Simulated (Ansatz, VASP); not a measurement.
One calculation of As3P, two programs

```
As P
1.0
     3.98353    2.29989    1.69029
    -3.98353    2.29989    1.69029
     0.00000   -4.59979    1.69029
As P
3 1
Direct
  0.69977 0.76700 0.19617
  0.19617 0.69977 0.76700
  0.76700 0.19617 0.69977
  0.10269 0.10269 0.10269
```

Alike in both runs: task relaxation of cell and atoms; functional PBE; k mesh 9 × 9 × 9; occupations gaussian, width 0.02 eV; no spin polarisation.

|  | VASP | Ansatz |
| --- | --- | --- |
| version | VASP 6.6.1 | Ansatz 0.2.0 |
| potentials or method | VASP PAW PBE potentials, release 64 (As, P), cutoff 600 eV | scalar-relativistic, plane waves, PAW |
| valence electrons in the cell | 20 | 50 |

|  | VASP | Ansatz | Ansatz less VASP |
| --- | --- | --- | --- |
| gap on the k mesh at the Fermi level, each at its own relaxed structure (eV) | 0.99 | 1.01 | +0.014 |
| relaxed volume (Å³/atom) | 23.32 | 23.29 | -0.029 |
| relaxed cell length with the largest relative difference (Å) | 4.886 | 4.887 | +0.0007 |

VASP's potentials hold 20 valence electrons a cell and Ansatz's 50, so a difference there can come from the potentials and not from the codes.
